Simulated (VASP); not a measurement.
# Mo (P6/mmm) in VASP: further runs, part 2 of 2

VASP 6.6.1. Earlier steps stand in the parts before.

### 3 Single point, PBEsol+D3(BJ)

This run uses another cell than the first one, of 17.22 Å³/atom, 1.020 times its volume.

The input, INCAR:

```
SYSTEM = Mo
PREC = Accurate
ENCUT = 520
EDIFF = 1E-6
ISMEAR = 1
SIGMA = 0.05
LREAL = .False.
LASPH = .True.
NELM = 80
ALGO = Normal
ISIF = 2
LWAVE = .False.
LCHARG = .True.
GGA = PS
IVDW = 12
LELF = .True.
LVHAR = .True.
NBANDS = 13
```

The input, KPOINTS:

```
Automatic mesh
0
Gamma
  12 12 11
  0 0 0
```

The input, POSCAR:

```
Mo
1.0
    2.7715076807      0.0000000000      0.0000000000
   -1.3857538404      2.4001959040      0.0000000000
    0.0000000000      0.0000000000      2.5888056586
Mo
1
Direct
    0.0000000000      0.0000000000      0.5000000000
```

Potentials or basis: VASP PAW PBE potentials, release 64 (Mo_sv).

Launch:

```bash
cat potpaw_PBE.64/Mo_sv/POTCAR > POTCAR
mpirun -np 1 vasp_std > vasp.out
```

OUTCAR:

```text
SYSTEM = Mo
   PREC = Accurate
   ENCUT = 520
   EDIFF = 1E-6
   ISMEAR = 1
   LREAL = .False.
   LASPH = .True.
   NELM = 80
   ISIF = 2
   GGA = PS
   IVDW = 12
 IVDW          = 12

 ion  position               nearest neighbor table
   1  0.000  0.000  0.500-

  LATTYP: Found a hexagonal cell.
 ALAT       =     2.7715076807
 C/A-ratio  =     0.9340784717

  Lattice vectors:

 A1 = (   2.7715076807,   0.0000000000,   0.0000000000)
 A2 = (  -1.3857538404,   2.4001959040,   0.0000000000)
 A3 = (   0.0000000000,   0.0000000000,   2.5888056586)

Analysis of symmetry for initial positions (statically):
=====================================================================
 Subroutine PRICEL returns:
 Original cell was already a primitive cell.

 Routine SETGRP: Setting up the symmetry group for a
 hexagonal supercell.

 Subroutine GETGRP returns: Found 24 space group operations
 (whereof 24 operations were pure point group operations)
 out of a pool of 24 trial point group operations.

The static configuration has the point symmetry D_6h.

Analysis of symmetry for dynamics (positions and initial velocities):
[... 171 lines left out ...]
      5       4.1558      2.00000
      6       6.7209      2.00000
      7      10.0228      2.00000
      8      10.0228      2.00000
      9      14.7419      0.00000
     10      14.7419      0.00000
     11      23.8260      0.00000
     12      26.2510      0.00000
     13      30.9043      0.00000
[... 354 lines left out ...]
  band No.  band energies     occupation
      1     -49.9258      2.00000
      2     -24.3783      2.00000
      3     -23.6643      2.00000
      4     -23.4620      2.00000
      5       6.4812      2.00000
      6       7.7272      2.00000
      7       9.8327      2.00000
      8      12.4274      0.00000
      9      13.3115      0.00000
     10      13.9251      0.00000
     11      22.8790      0.00000
     12      26.5301      0.00000
     13      27.8832      0.00000

 [... further k-points ...]

------------------------ aborting loop because EDIFF is reached ----------------------------------------

 Edisp (eV)   -0.63825

 E8    (eV) :    -0.4442

  FORCE on cell =-STRESS in cart. coord.  units (eV):
  Direction    XX          YY          ZZ          XY          YZ          ZX
  --------------------------------------------------------------------------------------
  -------------------------------------------------------------------------------------
  Total      -1.64192    -1.64192    -2.46928     0.00000    -0.00000     0.00000
  in kB    -152.75710  -152.75709  -229.73039     0.00000    -0.00000     0.00000
  external pressure =     -178.41 kB  Pullay stress =        0.00 kB

 VOLUME and BASIS-vectors are now :
 -----------------------------------------------------------------------------
  energy-cutoff  :      520.00
  volume of cell :       17.22
      direct lattice vectors                 reciprocal lattice vectors
     2.771507681  0.000000000  0.000000000     0.360814443  0.208316329  0.000000000
    -1.385753840  2.400195904  0.000000000     0.000000000  0.416632658  0.000000000
     0.000000000  0.000000000  2.588805659     0.000000000  0.000000000  0.386278513

 POSITION                                       TOTAL-FORCE (eV/Angst)
 -----------------------------------------------------------------------------------
      0.00000      0.00000      1.29440        -0.000000      0.000000      0.000000
 -----------------------------------------------------------------------------------
    total drift:                                0.000000      0.000000     -0.000000

  FREE ENERGIE OF THE ION-ELECTRON SYSTEM (eV)
  ---------------------------------------------------
  free  energy   TOTEN  =       -11.4652445726 eV

  energy  without entropy=      -11.4654838468  energy(sigma->0) =      -11.46532433
```

OSZICAR:

```text
N       E                     dE             d eps       ncg     rms          rms(c)
DAV:   1     0.111301379910E+03    0.11130E+03   -0.92102E+03  2972   0.111E+03
DAV:   2    -0.999095494452E+01   -0.12129E+03   -0.11737E+03  3389   0.329E+02
DAV:   3    -0.114112150018E+02   -0.14203E+01   -0.14138E+01  3449   0.362E+01
DAV:   4    -0.114155213029E+02   -0.43063E-02   -0.43062E-02  3419   0.226E+00
DAV:   5    -0.114155571862E+02   -0.35883E-04   -0.35884E-04  3464   0.173E-01    0.129E+01
DAV:   6    -0.108913283472E+02    0.52423E+00   -0.69671E-01  3024   0.966E+00    0.358E+00
DAV:   7    -0.108309908987E+02    0.60337E-01   -0.10592E-01  3309   0.351E+00    0.748E-01
DAV:   8    -0.108269632210E+02    0.40277E-02   -0.37517E-03  3109   0.738E-01    0.127E-01
DAV:   9    -0.108269861216E+02   -0.22901E-04   -0.55509E-05  3660   0.856E-02    0.620E-02
DAV:  10    -0.108269913174E+02   -0.51958E-05   -0.84636E-06  3189   0.276E-02    0.607E-03
DAV:  11    -0.108269911444E+02    0.17304E-06   -0.32570E-07  1877   0.663E-03
   1 F= -.11465245E+02 E0= -.11465324E+02  d E =0.239274E-03
```

It took 24 s on 1 thread of Intel Xeon 8259CL, shared host; peak memory 0.16 GiB.

Results:

```
Free energy                : -11.4652 eV
Pressure                   : -17.8 GPa
Band gap on the k mesh     : zero (band 7 reaches 11.79 eV, above the bottom of band 8 at 10.02 eV)
Dispersion energy per atom : -0.638 eV
```

Stress tensor (GPa, compression positive):
```
-15.28   0.00   0.00
  0.00 -15.28   0.00
  0.00   0.00 -22.97
```

Caveat: the PAW data sets were made with another functional, which shifts forces and pressure a little; pairwise dispersion overbinds metals, which lowers pressure and volume.

### 4 Single point, PBEsol+D3(BJ)

This run uses another cell than the first one, of 17.55 Å³/atom, 1.039 times its volume.

The input, INCAR:

```
  PREC = Accurate
  ENCUT = 520
  EDIFF = 1E-6
  ISMEAR = 1
  SIGMA = 0.05
  LREAL = F
  LASPH = T
  NELM = 60
  ALGO = Normal
  ISIF = 2
  LWAVE = F
  LCHARG = F
  GGA = PS
  IVDW = 12
  NBANDS = 13
```

The input, KPOINTS:

```
Automatic mesh
0
Gamma
  12 12 11
```

The input, POSCAR:

```
Mo
1.0
    2.7891610719      0.0000000000      0.0000000000
   -1.3945805359      2.4154841882      0.0000000000
    0.0000000000      0.0000000000      2.6052953112
Mo
1
Direct
    0.0000000000      0.0000000000      0.5000000000
```

Potentials or basis: VASP PAW PBE potentials, release 64 (Mo_sv).

Launch:

```bash
cat potpaw_PBE.64/Mo_sv/POTCAR > POTCAR
mpirun -np 1 vasp_std > vasp.out
```

OUTCAR:

```text
PREC = Accurate
   ENCUT = 520
   EDIFF = 1E-6
   ISMEAR = 1
   LREAL = F
   LASPH = T
   NELM = 60
   ISIF = 2
   GGA = PS
   IVDW = 12
 IVDW          = 12

 ion  position               nearest neighbor table
   1  0.000  0.000  0.500-

  LATTYP: Found a hexagonal cell.
 ALAT       =     2.7891610719
 C/A-ratio  =     0.9340784716

  Lattice vectors:

 A1 = (   2.7891610719,   0.0000000000,   0.0000000000)
 A2 = (  -1.3945805359,   2.4154841882,   0.0000000000)
 A3 = (   0.0000000000,   0.0000000000,   2.6052953112)

[... 565 lines left out ...]

------------------------ aborting loop because EDIFF is reached ----------------------------------------

 Edisp (eV)   -0.62589

 E8    (eV) :    -0.4356

  FORCE on cell =-STRESS in cart. coord.  units (eV):
  Direction    XX          YY          ZZ          XY          YZ          ZX
  --------------------------------------------------------------------------------------
  -------------------------------------------------------------------------------------
  Total      -2.02600    -2.02600    -2.79845    -0.00000    -0.00000     0.00000
  in kB    -184.93308  -184.93306  -255.44258    -0.00000    -0.00000     0.00000
  external pressure =     -208.44 kB  Pullay stress =        0.00 kB

 VOLUME and BASIS-vectors are now :
 -----------------------------------------------------------------------------
  energy-cutoff  :      520.00
  volume of cell :       17.55
      direct lattice vectors                 reciprocal lattice vectors
     2.789161072  0.000000000  0.000000000     0.358530746  0.206997836  0.000000000
    -1.394580536  2.415484188  0.000000000     0.000000000  0.413995672  0.000000000
     0.000000000  0.000000000  2.605295311     0.000000000  0.000000000  0.383833647

 POSITION                                       TOTAL-FORCE (eV/Angst)
 -----------------------------------------------------------------------------------
      0.00000      0.00000      1.30265        -0.000000      0.000000      0.000000
 -----------------------------------------------------------------------------------
    total drift:                                0.000000     -0.000000     -0.000000

  FREE ENERGIE OF THE ION-ELECTRON SYSTEM (eV)
  ---------------------------------------------------
  free  energy   TOTEN  =       -11.4253380459 eV

  energy  without entropy=      -11.4255838761  energy(sigma->0) =      -11.42541999
```

OSZICAR:

```text
N       E                     dE             d eps       ncg     rms          rms(c)
DAV:   1     0.108391741437E+03    0.10839E+03   -0.91140E+03  2985   0.110E+03
DAV:   2    -0.100239990148E+02   -0.11842E+03   -0.11484E+03  3394   0.326E+02
DAV:   3    -0.114004813329E+02   -0.13765E+01   -0.13717E+01  3409   0.360E+01
DAV:   4    -0.114045506551E+02   -0.40693E-02   -0.40693E-02  3394   0.223E+00
DAV:   5    -0.114045846629E+02   -0.34008E-04   -0.34009E-04  3434   0.172E-01    0.124E+01
DAV:   6    -0.108633891357E+02    0.54120E+00   -0.72783E-01  3034   0.981E+00    0.330E+00
DAV:   7    -0.108035031633E+02    0.59886E-01   -0.10475E-01  3339   0.346E+00    0.765E-01
DAV:   8    -0.107994163083E+02    0.40869E-02   -0.38463E-03  3104   0.744E-01    0.129E-01
DAV:   9    -0.107994411312E+02   -0.24823E-04   -0.60466E-05  3633   0.894E-02    0.606E-02
DAV:  10    -0.107994462349E+02   -0.51037E-05   -0.87909E-06  3214   0.281E-02    0.385E-03
DAV:  11    -0.107994459799E+02    0.25501E-06   -0.27223E-07  1902   0.607E-03
   1 F= -.11425338E+02 E0= -.11425420E+02  d E =0.245830E-03
```

stdout:

```text
POSCAR found type information on POSCAR Mo
 POSCAR found :  1 types and       1 ions
 scaLAPACK will be used
 -----------------------------------------------------------------------------
|                                                                             |
|                                                                             |
|     You enforced a specific xc type in the INCAR file but a different       |
|     I HOPE YOU KNOW WHAT YOU ARE DOING!                                     |
|                                                                             |
 -----------------------------------------------------------------------------

 LDA part: xc-table for (Slater+PW92), standard interpolation
 POSCAR, INCAR and KPOINTS ok, starting setup
 FFT: planning ... GRIDC
 FFT: planning ... GRID_SOFT
 FFT: planning ... GRID
 WAVECAR not read
 entering main loop
```

It took 24 s on 1 thread of Intel Xeon 8259CL, shared host; peak memory 0.16 GiB.

What came out:

```yaml
Free_energy: -11.4253 eV
Pressure: -20.8 GPa
Band_gap_on_the_k_mesh: zero (band 7 reaches 11.48 eV, above the bottom of band 8 at 9.78 eV)
Dispersion_energy_per_atom: -0.626 eV
```

Caveat: the PAW data sets were made with another functional, which shifts forces and pressure a little; pairwise dispersion overbinds metals, which lowers pressure and volume.

### 5 Summary

```csv
cell,gap on the mesh (eV),pressure (GPa)
"a = 2.754, b = 2.754, c = 2.572 Å, angles 90.0, 90.0, 120.0°, 1 atom",none,-14.5
"a = 2.772, b = 2.772, c = 2.589 Å, angles 90.0, 90.0, 120.0°, 1 atom",none,-17.8
"a = 2.789, b = 2.789, c = 2.605 Å, angles 90.0, 90.0, 120.0°, 1 atom",none,-20.8
```

Alike in all rows: task single point; level PBEsol+D3(BJ); potentials or basis VASP PAW PBE potentials, release 64 (Mo_sv); no spin polarisation; k mesh 12 × 12 × 11; cutoff (eV) 520; smearing methfessel-paxton 0.05 eV.

Caveats: the PAW data sets were made with another functional, which shifts forces and pressure a little; pairwise dispersion overbinds metals, which lowers pressure and volume.

Total energies depend on the potentials used, so only differences within one code and one set of settings carry meaning.
